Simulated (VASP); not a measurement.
# H21C10N5O3 in VASP: notebook, part 3 of 3

VASP 6.6.1. Earlier steps stand in the parts before.

### 6 Single point, PBE

Input file INCAR:

```
SYSTEM = H21C10N5O3
ALGO     = Normal         ! electronic algorithm
EDIFF    = 1E-6           ! SCF threshold, eV
ENCUT    = 520            ! plane-wave cutoff, eV
GGA      = PE             ! functional
ISIF     = 2              ! what is computed and relaxed
ISMEAR   = -1             ! smearing method
LASPH    = .True.         ! aspherical terms in the spheres
LCHARG   = .False.        ! write CHGCAR
LREAL    = Auto         
LWAVE    = .False.        ! write WAVECAR
NBANDS   = 77             ! bands
NELM     = 100            ! most SCF steps
PREC     = Accurate       ! precision mode
SIGMA    = 0.05           ! smearing width, eV
```

Input file KPOINTS:

```
k-points
0
Gamma
  1 1 1
  0 0 0
```

Input file POSCAR:

```
H21C10N5O3
1.0
    8.0671430000      0.0000000000      0.0000000000
    0.0000000000      8.0671430000      0.0000000000
    0.0000000000      0.0000000000      8.0671430000
O H C N
3 21 10 5
Direct
    0.6677952777      0.3196050944      0.6166743294
    0.3527890853      0.5371914196      0.8392934153
    0.0528935709      0.3794404041      0.7013263556
    0.6500070719      0.3786966464      0.5088294580
    0.6233805450      0.3822914754      0.7011652081
    0.2917513672      0.4255657796      0.8206127002
    0.2947387941      0.5887462265      0.7421090713
   -0.0145652556      0.4690136273      0.6909261432
    0.0579263315      0.3449424412      0.8162121336
    0.5073419425     -0.1174393462      0.2475721578
    0.6599362376     -0.1420329353      0.3764033934
    0.4945864974     -0.0017230388      0.4191570671
   -0.0016858509      0.8686594498      0.7638144012
   -0.0169328844      0.9632654336      0.5906923926
   -0.0240729587      0.7453444175      0.5662475551
    0.0563272524      0.2828014825      0.2800495789
    0.1908854225      0.0829785712      0.2507703161
    0.0732477409      0.1072126774      0.4379493459
    1.0937825200      0.7876766285      0.2550097352
    1.1266318200      0.5741809709      0.1818611620
    1.2580662076      0.7157180677      0.1044359819
    0.4974003808     -0.1105347953      0.9319532330
    0.5444678494      0.0604055240      0.7956968161
    0.6465238065      0.0658101635      0.9964494245
    0.5924526192     -0.0440056659      0.3416946991
    0.6635062748      0.1160014146      0.2821816844
    0.0386506103      0.8501646742      0.6402018658
    0.2209580269      0.8597715449      0.6338923210
    0.1250008832      0.1841544150      0.3370586092
    0.2543403532      0.2783761240      0.4121657444
    1.1414573908      0.7073631892      0.1587798803
    1.0144855496      0.7049087887      0.0262670440
    0.5357410920      0.0237754556      0.9260527550
    0.3880555979      0.1207490682      0.9730334519
    0.7671613110      0.2181069556      0.2562741233
    0.3609828163      0.8948397221      0.6036213812
    0.3657304699      0.3565822498      0.4623322036
    0.9353125388      0.6981529892     -0.0973454915
    0.2603523949      0.1903400002      0.9839542946
```

Potentials or basis: VASP PAW PBE potentials, release 64 (O, H, C, N).

Command:

```
$ cat potpaw_PBE.64/O/POTCAR potpaw_PBE.64/H/POTCAR potpaw_PBE.64/C/POTCAR potpaw_PBE.64/N/POTCAR > POTCAR
$ mpirun -np 1 vasp_gam > vasp.out
```

Run time: 63 s. Hardware: 1 thread of Intel Xeon Platinum 8375C at 2.90GHz (Ice Lake), shared host; peak memory 0.49 GiB.

The run converged. Its results:

```
Free energy            : -223.6681 eV
Pressure               : 0.4 GPa
Largest force          : 6.582 eV/Å
Band gap on the k mesh : 4.13 eV
```

Forces in eV/Å, atoms in the order of the input:
```
O    1.770 -1.360 -3.031
O   -1.894 -1.445 -1.489
O    2.708 -3.251 -0.047
H   -0.187 -0.660  1.459
H   -1.453  1.932  1.912
H    1.329  1.539  0.774
H    0.985  0.028  0.826
H   -2.574  2.899  0.097
H   -0.345  0.056  0.180
H    1.162  1.506  0.408
H    2.979 -2.273  1.854
H   -0.323 -0.210  1.526
H   -0.357 -0.699  0.994
H    0.348  0.455 -0.718
H    0.961  0.809  1.278
H   -1.339 -0.532 -0.720
H   -1.341  2.038  0.864
H   -0.773  0.693 -0.434
H    0.621  0.139  0.547
H    0.488 -0.195  1.266
H    1.950  0.798 -0.587
H    0.784  0.757  0.078
H    0.533 -0.259 -0.307
H   -0.414 -0.559 -0.299
C   -4.138  3.032 -4.123
C    3.032 -0.736  0.000
C    0.351  0.067 -1.961
C    0.937  1.044 -1.512
C    2.166 -2.382  0.032
C    1.869  0.439  0.468
C   -3.583 -1.564 -0.873
C   -0.174  0.589 -2.103
C   -1.119  0.394  0.170
C   -0.696  0.105 -0.288
N   -2.417 -1.111  0.131
N   -2.443 -1.101  1.187
N   -0.649  0.030 -0.376
N    0.231 -0.606  2.860
N    1.018 -0.407 -0.045
```

Stress tensor (GPa, compression positive):
```
 0.15 -1.81 -1.33
-1.81 -1.18 -1.55
-1.33 -1.55  2.23
```

Levels at points of the mesh, in eV from the valence-band top:
```csv
k point,band 48,band 49,band 50,band 51,band 52,band 53,band 54,band 55,band 56,band 57
"(0.00, 0.00, 0.00)",-1.48,-1.22,-0.90,-0.44,0.00,4.13,4.47,4.69,4.84,5.06
```

Caveat: the k points lie up to 0.78 Å⁻¹ apart; the atoms stand as in a frame of molecular dynamics.

### 7 Single point, PBE

Input file INCAR:

```
SYSTEM = H21C10N5O3
ALGO     = Normal         ! electronic algorithm
EDIFF    = 1E-6           ! SCF threshold, eV
ENCUT    = 520            ! plane-wave cutoff, eV
GGA      = PE             ! functional
ISIF     = 2              ! what is computed and relaxed
ISMEAR   = -1             ! smearing method
LASPH    = .TRUE.         ! aspherical terms in the spheres
LCHARG   = .FALSE.        ! write CHGCAR
LREAL    = Auto         
LWAVE    = .FALSE.        ! write WAVECAR
NBANDS   = 77             ! bands
NELM     = 60             ! most SCF steps
PREC     = Accurate       ! precision mode
SIGMA    = 0.05           ! smearing width, eV
```

Input file KPOINTS:

```
k-points
0
G
  1 1 1
  0 0 0
```

Input file POSCAR:

```
H21C10N5O3
1.0
    8.0671430000      0.0000000000      0.0000000000
    0.0000000000      8.0671430000      0.0000000000
    0.0000000000      0.0000000000      8.0671430000
O H C N
3 21 10 5
Direct
    0.6270373539      0.3559872436      0.6648946225
    0.4897644680      0.6009934372      0.8340251313
   -0.0505135461      0.4450770242      0.8144519070
    0.7509597884      0.3946378538      0.6989339349
    0.6524614724      0.2542163936      0.6156330686
    0.5146803521      0.4827111655      0.8150593091
    0.4860208874      0.6696670680      0.7246803484
    0.0435222234      0.4527873127      0.8799397755
   -0.0150363022      0.3511776102      0.7458526519
    0.6822737616     -0.1269718412      0.4057322400
    0.5699291558     -0.0203541700      0.5087054983
    0.5037099256     -0.0713759506      0.2993253002
   -0.1257942248      0.7689587255      0.6196865483
   -0.0544678581      0.8748822229      0.4447299372
    0.0247175487      0.6797201934      0.4358420323
    0.0343368154      0.1636019096      0.2425270012
    0.2204373965      0.0762723557      0.1844395221
    0.1929431522      0.0446130681      0.3870019411
    1.2936922031      0.6276323601      0.2598689524
    1.3017495785      0.5272622538      0.0436337871
    1.2985514202      0.7369275591      0.0625872133
    0.5184115368     -0.0602319805      0.9392172669
    0.5718877179      0.1019072056      0.8020435488
    0.5932707527      0.1372976778      1.0108907205
    0.5996050894     -0.0315849118      0.3683088300
    0.6961696353      0.1052293234      0.3376908033
   -0.0238250394      0.7752682703      0.5218824062
    0.1231166970      0.8369629744      0.6080963236
    0.1618788709      0.1447352551      0.2781529967
    0.2707402112      0.2902142679      0.3076553868
    1.2446165885      0.6292686271      0.1296493691
    1.0670568254      0.6666796411      0.1178484130
    0.5248326452      0.0718593931      0.9192969556
    0.3458845343      0.1332565941      0.9184664261
    0.7767433898      0.2158632864      0.3112750078
    0.2386346691      0.9145988859      0.6624898059
    0.3664122478      0.3982078909      0.3291747772
    0.9247759709      0.6893642520      0.0784540450
    0.2100247882      0.1627961721      0.8920878185
```

Command:

```
$ cat potpaw_PBE.64/O/POTCAR potpaw_PBE.64/H/POTCAR potpaw_PBE.64/C/POTCAR potpaw_PBE.64/N/POTCAR > POTCAR
$ mpirun -np 1 vasp_gam > vasp.out
```

Run time: 70 s. Hardware: 1 thread of Intel Xeon Platinum 8375C at 2.90GHz (Ice Lake), shared host; peak memory 0.48 GiB.

The run converged. Its results:

* Free energy: -223.3739 eV
* Pressure: 1.0 GPa
* Largest force: 5.886 eV/Å
* Band gap on the k mesh: 4.45 eV

Forces in eV/Å, atoms in the order of the input:
```
O    3.134  2.459  1.685
O   -0.369  1.776 -1.250
O   -1.807 -0.925 -2.383
H   -3.154 -0.485 -0.419
H    0.156 -1.824 -1.248
H    0.097  0.747 -0.901
H    0.058 -2.206  2.156
H    1.968  0.554  1.983
H   -0.058  0.023  0.035
H    0.942 -1.698 -0.928
H   -1.059  0.355 -1.356
H   -2.642 -0.812 -2.104
H    0.769 -1.130 -1.136
H   -0.593  1.528 -1.315
H   -1.160 -0.568  0.686
H   -0.475  0.350  0.391
H    0.565 -0.597 -1.739
H   -1.238  2.116 -1.244
H   -0.361 -0.177 -1.040
H   -1.311  0.951  1.439
H    0.169  0.064  0.341
H    0.264 -0.627  0.140
H    0.671  0.246 -1.444
H    0.699  0.386  0.847
C    1.365 -0.396  5.712
C   -2.070 -2.007 -0.483
C    0.943 -0.254  1.896
C    2.915  2.539  1.308
C    2.222 -1.005  3.001
C   -0.179 -0.231  0.196
C    0.680  0.966 -1.058
C   -2.863 -0.469 -1.572
C   -3.209  0.454  0.821
C    4.323 -1.260 -0.126
N    3.233  4.383 -0.911
N   -2.702 -2.702 -1.591
N   -0.626 -1.449  0.321
N    3.392 -0.212  1.448
N   -2.686  1.136 -0.160
```

Stress tensor (GPa, compression positive):
```
-0.41  0.71 -0.62
 0.71  2.64 -0.06
-0.62 -0.06  0.80
```

Levels at points of the mesh, in eV from the valence-band top:
| k point | band 49 | band 50 | band 51 | band 52 | band 53 | band 54 | band 55 | band 56 |
| --- | --- | --- | --- | --- | --- | --- | --- | --- |
| (0.00, 0.00, 0.00) | -0.97 | -0.75 | -0.67 | 0.00 | 4.45 | 5.13 | 5.42 | 5.46 |

Caveat: the k points lie up to 0.78 Å⁻¹ apart; the atoms stand as in a frame of molecular dynamics.

### 8 The runs side by side

| cell | gap on the mesh (eV) | pressure (GPa) | largest force (eV/Å) |
| --- | --- | --- | --- |
| as given, atomic positions A | 4.62 | -0.1 | 6.81 |
| as given, atomic positions B | 5.06 | 0.7 | 4.97 |
| as given, atomic positions C | 4.63 | 0.8 | 4.86 |
| as given, atomic positions D | 4.20 | -0.1 | 5.98 |
| as given, atomic positions E | 4.13 | 0.4 | 6.58 |
| as given, atomic positions F | 4.45 | 1.0 | 5.89 |

Alike in all rows: task single point; level PBE; potentials or basis VASP PAW PBE potentials, release 64 (O, H, C, N); no spin polarisation; k mesh 1 × 1 × 1; cutoff (eV) 520; smearing fermi-dirac 0.05 eV.

Caveats: all runs use coarse meshes; the atoms stand as in a frame of molecular dynamics (at least some runs).

Total energies depend on the potentials used, so only differences within one code and one set of settings carry meaning.
